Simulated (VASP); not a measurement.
Here is a VASP 6.6.1 calculation.

The input INCAR:

```
SYSTEM = Ge
ALGO = Fast
EDIFF = 1E-7
EDIFFG = -0.01
ENCUT = 600
GGA = PE
IBRION = 2
ISIF = 3
ISMEAR = 0
LASPH = .TRUE.
LCHARG = .FALSE.
LREAL = .FALSE.
LWAVE = .FALSE.
NELM = 100
NSW = 100
PREC = Accurate
SIGMA = 0.1
```

KPOINTS

```
k-points
0
G
  8 8 8
  0 0 0
```

The input POSCAR:

```
Ge
1.0
   -3.4841702800      3.4841702800      3.4841702800
    3.4841702800     -3.4841702800      3.4841702800
    3.4841702800      3.4841702800     -3.4841702800
Ge
8
Direct
    0.5000000000      0.0000000000      0.7988990800
    0.7988990800      0.5000000000      0.0000000000
    0.0000000000      0.7988990800      0.5000000000
    0.7011009200      0.7011009200      0.7011009200
    0.5000000000      0.0000000000      0.2011009200
    0.2011009200      0.5000000000      0.0000000000
    0.0000000000      0.2011009200      0.5000000000
    0.2988990800      0.2988990800      0.2988990800
```

Potentials or basis: VASP PAW PBE potentials, release 64 (Ge_d).

Run with:

```console
$ cat potpaw_PBE.64/Ge_d/POTCAR > POTCAR
$ mpirun -np 1 vasp_std > vasp.out
```

**Question.** Predict the space group after relaxing (to 0.1 Å).

**Answer.** Ia-3 (No. 206).

**Question.** What does it give for the band gap on the k mesh?

**Answer.** Zero (bands 56 and 57 overlap by 0.76 eV).

**Question.** Estimate the relaxed cell.

**Answer.** a = 6.114 Å, b = 6.114 Å, c = 6.114 Å, α = 109.47°, β = 109.47°, γ = 109.47°.

Step by step:
| step | energy change (eV) | largest force (eV/Å) | pressure (GPa) | volume (Å³) |
| --- | --- | --- | --- | --- |
| 1 | 0.0000 | 0.2518 | 2.87 | 169.18 |
| 2 | -0.0568 | 0.0759 | -1.00 | 178.62 |
| 3 | -0.0661 | 0.0071 | -0.01 | 175.91 |

Caveat: semilocal functionals underestimate gaps, and a narrow one can read as zero.
